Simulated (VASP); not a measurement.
# AgCl (I4/mmm) in VASP: notebook

AgCl is run at these levels: LDA; tasks: single point.

Everything below comes from runs of VASP 6.6.1. Logs are shortened: lines on timing, memory, paths and dates and some standing lists are left out, and cuts for length are marked.

## 1. The cell of the first run

It takes space group I4/mmm (No. 139, tetragonal). The conventional cell has a = 3.922 Å, b = 3.922 Å, c = 5.435 Å, α = 90.00°, β = 90.00°, γ = 90.00°. Within 3.6 Å of Ag (site symmetry 4/mmm) lie 6 Cl at 2.72 to 2.77 Å. Cl (site symmetry 4/mmm) has 6 Ag at 2.72 to 2.77 Å within 3.6 Å.

## 2. Single point, LDA (zz strain of -2 %)

Contents of INCAR:

```
PREC     = Accurate       # precision mode
ENCUT    = 520            # plane-wave cutoff, eV
EDIFF    = 1E-6           # SCF threshold, eV
ISMEAR   = -1             # smearing method
SIGMA    = 0.02           # smearing width, eV
LREAL    = False          # projectors in reciprocal space
LASPH    = True           # aspherical terms in the spheres
NELM     = 100            # most SCF steps
ALGO     = Normal         # electronic algorithm
ISIF     = 2              # what is computed and relaxed
LWAVE    = False          # write WAVECAR
LCHARG   = False          # write CHGCAR
NBANDS   = 16             # bands
```

Contents of KPOINTS:

```
Automatic mesh
0
Gamma
  8 8 8
```

Contents of POSCAR:

```
AgCl
1.0
    0.0000000000      2.7731500000      2.7176870000
    2.7731500000      0.0000000000      2.7176870000
    2.7731500000      2.7731500000      0.0000000000
Ag Cl
1 1
Direct
    0.5000000000      0.5000000000      0.5000000000
    0.0000000000      0.0000000000      0.0000000000
```

Potentials or basis: VASP PAW LDA potentials, release 64 (Ag, Cl).

Launch:

```sh
$ cat potpaw_LDA.64/Ag/POTCAR potpaw_LDA.64/Cl/POTCAR > POTCAR
$ mpirun -np 1 vasp_std > vasp.out
```

OUTCAR:

```text
PREC = Accurate
   ENCUT = 520
   EDIFF = 1E-6
   ISMEAR = -1
   LREAL = False
   LASPH = True
   NELM = 100
   ISIF = 2

 ion  position               nearest neighbor table
   1  0.500  0.500  0.500-   2 2.72   2 2.72   2 2.77   2 2.77   2 2.77   2 2.77
   2  0.000  0.000  0.000-   1 2.72   1 2.72   1 2.77   1 2.77   1 2.77   1 2.77

  LATTYP: Found a body centered tetragonal cell.
 ALAT       =     3.9218263405
 C/A-ratio  =     1.3859292911

  Lattice vectors:

 A1 = (   0.0000000000,  -2.7731500000,  -2.7176870000)
 A2 = (   0.0000000000,   2.7731500000,  -2.7176870000)
 A3 = (   2.7731500000,   0.0000000000,   2.7176870000)

Analysis of symmetry for initial positions (statically):
=====================================================================
 Subroutine PRICEL returns:
 Original cell was already a primitive cell.

 Routine SETGRP: Setting up the symmetry group for a
 body centered tetragonal supercell.

 Subroutine GETGRP returns: Found 16 space group operations
 (whereof 16 operations were pure point group operations)
 out of a pool of 16 trial point group operations.

The static configuration has the point symmetry D_4h.

Analysis of symmetry for dynamics (positions and initial velocities):
=====================================================================
 Subroutine PRICEL returns:
 Original cell was already a primitive cell.

 Routine SETGRP: Setting up the symmetry group for a
 body centered tetragonal supercell.

 Subroutine GETGRP returns: Found 16 space group operations
 (whereof 16 operations were pure point group operations)
 out of a pool of 16 trial point group operations.

The dynamic configuration has the point symmetry D_4h.

 Subroutine INISYM returns: Found 16 space group operations
 (whereof 16 operations are pure point group operations),
 and found     1 'primitive' translations

----------------------------------------------------------------------------------------

                                     Primitive cell

  volume of cell :      41.8000

  direct lattice vectors                    reciprocal lattice vectors
     0.000000000  2.773150000  2.717687000    -0.180300380  0.180300380  0.183979980
     2.773150000  0.000000000  2.717687000     0.180300380 -0.180300380  0.183979980
     2.773150000  2.773150000  0.000000000     0.180300380  0.180300380 -0.183979980

  length of vectors
[... 80 lines left out ...]
   ENCUT  =  520.0 eV  38.22 Ry    6.18 a.u.   7.22  7.22  7.29*2*pi/ulx,y,z
   NELM   =    100;   NELMIN=  2; NELMDL= -5     # of ELM steps
   EDIFF  = 0.1E-05   stopping-criterion for ELM
   LREAL  =      F    real-space projection
   EDIFFG = 0.1E-04   stopping-criterion for IOM
   NSW    =      0    number of steps for IOM
   IBRION =     -1    ionic relax: 0-MD 1-quasi-New 2-CG
   NFREE  =      0    steps in history (QN), initial steepest desc. (CG)
   ISIF   =      2    stress and relaxation
   ISYM   =      2    0-nonsym 1-usesym 2-fastsym
   POTIM  = 0.5000    time-step for ionic-motion
   TEBEG  =    0.0;   TEEND  =   0.0 temperature during run
   PSTRESS=    0.0 pullay stress
   NELECT =      18.0000    total number of electrons
   NUPDOWN=      -1.0000    fix difference up-down
   EMIN   =  10.00;   EMAX   =-10.00  energy-range for DOS
   EFERMI =   0.00;   METHOD = LEGACY
   ISMEAR =    -1;   SIGMA  =   0.02  broadening in eV -4-tet -1-fermi 0-gaus
   EFERMI_NEDOS =   21; number of points for ismear=-14 and -15
   IALGO  =     38    algorithm
   IMIX   =      4    mixing-type and parameters
     AMIX     =   0.40;   BMIX     =  1.00
     AMIX_MAG =   1.60;   BMIX_MAG =  1.00
  volume/ion in A,a.u.               =      20.90       141.04
  Fermi-wavevector in a.u.,A,eV,Ry     =   1.236252  2.336177 20.794037  1.528319
  Thomas-Fermi vector in A             =   2.370868
   LORBIT       =      0    0 simple, 1 ext, 2 COOP (PROOUT), +10 PAW based schemes
   GGA     = CA    functional components
   LHFCALC =     F    Hartree Fock is set to
   AEXX    =    0.0000 exact exchange contribution
   IVDW    =     0    specifies the selected vdW correction
   LEPSILON=     F    determine dielectric tensor
   LRPA    =     F    only Hartree local field effects (RPA)
 non-spin polarized calculation
  energy-cutoff  :      520.00
  volume of cell :       41.80
 maximum number of plane-waves:      1146
 NGX is ok and might be reduce to    30
   NGX = 15   NGY = 15   NGZ = 15

 number of electron      18.0000006 magnetization

 Free energy of the ion-electron system (eV)
  ---------------------------------------------------
  ext. energy  EPLUGINS =         0.00000000
  ---------------------------------------------------
  free energy    TOTEN  =        -6.73883955 eV

  energy without entropy =       -6.73883955  energy(sigma->0) =       -6.73883955

 E-fermi :   4.2081     XC(G=0): -10.5412

 val. band max:        3.9027949428   @ k =   0.5000   0.0000   0.0000
 cond. band min:       4.4834189035   @ k =   0.0000   0.0000   0.0000
 fundamental gap:      0.5806239607
 Fermi energy:         4.2081386554

 k-point     1 :       0.0000    0.0000    0.0000
  band No.  band energies     occupation
      1     -11.3469      2.00000
      2       1.2143      2.00000
      3       1.2143      2.00000
      4       1.2672      2.00000
      5       1.2688      2.00000
      6       1.2761      2.00000
[... 433 lines left out ...]
      3      -0.2867      2.00000
      4      -0.1103      2.00000
      5       1.4100      2.00000
      6       1.5949      2.00000
[... 8 lines left out ...]
     15      17.5223      0.00000
     16      17.6781      0.00000

 [... further k-points ...]

------------------------ aborting loop because EDIFF is reached ----------------------------------------

  FORCE on cell =-STRESS in cart. coord.  units (eV):
  Direction    XX          YY          ZZ          XY          YZ          ZX
  --------------------------------------------------------------------------------------
  -------------------------------------------------------------------------------------
  Total       -1.2490680     -1.2490680     -1.1872549      0.0000000      0.0000000     -0.0000000
  in kB      -47.8762919    -47.8762919    -45.5070213      0.0000000      0.0000000     -0.0000000
  external PRESSURE =     -47.0865350 kB  Pullay stress =       0.0000000 kB

 VOLUME and BASIS-vectors are now :
 -----------------------------------------------------------------------------
  energy-cutoff  :      520.00
  volume of cell :       41.80
      direct lattice vectors                 reciprocal lattice vectors
     0.000000000  2.773150000  2.717687000    -0.180300380  0.180300380  0.183979980
     2.773150000  0.000000000  2.717687000     0.180300380 -0.180300380  0.183979980
     2.773150000  2.773150000  0.000000000     0.180300380  0.180300380 -0.183979980

 POSITION                                       TOTAL-FORCE (eV/Angst)
 -----------------------------------------------------------------------------------
      2.77315      2.77315      2.71769        -0.000000     -0.000000      0.000000
      0.00000      0.00000      0.00000         0.000000      0.000000     -0.000000
 -----------------------------------------------------------------------------------
    total drift:                                0.000000      0.000000      0.000000

  FREE ENERGIE OF THE ION-ELECTRON SYSTEM (eV)
  ---------------------------------------------------
  free  energy   TOTEN  =        -6.7388395526 eV

  energy  without entropy=       -6.7388395500  energy(sigma->0) =       -6.73883955
```

OSZICAR:

```text
N       E                     dE             d eps       ncg     rms          rms(c)
DAV:   1     0.879346949375E+02    0.87935E+02   -0.86286E+03  1896   0.102E+03
DAV:   2    -0.412427735447E+01   -0.92059E+02   -0.84935E+02  2360   0.215E+02
DAV:   3    -0.688720550393E+01   -0.27629E+01   -0.27566E+01  2352   0.381E+01
DAV:   4    -0.689994327034E+01   -0.12738E-01   -0.12737E-01  2448   0.296E+00
DAV:   5    -0.690008124954E+01   -0.13798E-03   -0.13798E-03  2384   0.307E-01    0.673E+00
DAV:   6    -0.674807111702E+01    0.15201E+00   -0.24152E-01  2480   0.667E+00    0.444E+00
DAV:   7    -0.674156256855E+01    0.65085E-02   -0.62269E-02  2344   0.167E+00    0.198E+00
DAV:   8    -0.673892680665E+01    0.26358E-02   -0.40261E-03  2192   0.577E-01    0.251E-01
DAV:   9    -0.673883137850E+01    0.95428E-04   -0.26495E-04  2528   0.231E-01    0.403E-02
DAV:  10    -0.673883950502E+01   -0.81265E-05   -0.23536E-05  2312   0.427E-02    0.117E-02
DAV:  11    -0.673883955257E+01   -0.47557E-07   -0.29677E-07  1552   0.432E-03
   1 F= -.67388396E+01 E0= -.67388396E+01  d E =-.261963E-08
```

stdout:

```text
POSCAR found type information on POSCAR AgCl
 POSCAR found :  2 types and       2 ions
 scaLAPACK will be used
 LDA part: xc-table for (Slater(with rela. corr.)+CA(PZ))
 , standard interpolation
 POSCAR, INCAR and KPOINTS ok, starting setup
 FFT: planning ... GRIDC
 FFT: planning ... GRID_SOFT
 FFT: planning ... GRID
 WAVECAR not read
 entering main loop
```

Wall time 14 s (1 thread of Intel Xeon 6975P-C (Granite Rapids), shared host); peak memory 0.16 GiB.

Results:

- Free energy: -6.7388 eV
- Pressure: -4.7 GPa
- Band gap on the k mesh: 0.58 eV, indirect (least direct gap 3.01 eV)

Levels at points of the mesh, in eV from the valence-band top:
| k point | band 5 | band 6 | band 7 | band 8 | band 9 | band 10 | band 11 | band 12 | band 13 | band 14 |
| --- | --- | --- | --- | --- | --- | --- | --- | --- | --- | --- |
| (0.00, 0.00, 0.00) | -2.63 | -2.63 | -2.50 | -2.43 | -2.43 | 0.58 | 10.66 | 10.66 | 10.71 | 11.95 |
| (0.50, 0.00, 0.00) | -2.28 | -2.27 | -1.94 | -0.13 | 0.00 | 3.85 | 6.39 | 7.25 | 7.46 | 13.30 |
| (0.50, 0.50, 0.00) | -3.01 | -2.40 | -2.14 | -2.14 | -2.04 | 2.01 | 7.67 | 8.52 | 11.17 | 11.17 |
| (0.50, 0.00, 0.50) | -3.04 | -2.44 | -2.15 | -2.13 | -2.05 | 2.04 | 7.80 | 8.32 | 11.15 | 11.48 |

Caveat: the cell differs from its parent crystal (zz strain of -2 %). A k mesh can miss the band edges.

(Continued in part 2 of 2.)
